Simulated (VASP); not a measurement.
Ge, 2 atoms in the cell. The typed cell holds 2 atoms: a = 4.235 Å, b = 3.322 Å, c = 4.259 Å, α = 66.69°, β = 126.39°, γ = 114.02°. 

```yaml
Program: VASP 6.6.1
Task: single point
Functional: PBE
Potentials_or_basis: VASP PAW PBE potentials, release 64 (Ge_d)
Cutoff: 520 eV
k_mesh: 6 × 4 × 4
Occupations: gaussian, width 0.1 eV
Spin: no spin polarisation
Dipole_correction: no
Further_INCAR_settings: ALGO = Normal; EDIFF = 1e-06; NBANDS = 21
```

Potentials or basis: VASP PAW PBE potentials, release 64 (Ge_d).

Run with:

```console
$ cat potpaw_PBE.64/Ge_d/POTCAR > POTCAR
$ mpirun -np 1 vasp_std > vasp.out
```

Hardware: 1 thread of Intel(R) Xeon(R) Platinum 8488C (Sapphire Rapids) (shared host).

How long does it take, and how much memory?

Wall time 30 s on 1 thread of Intel(R) Xeon(R) Platinum 8488C (Sapphire Rapids) (shared host), peak memory 0.19 GiB. Counts: scf iterations 11, k points 52.
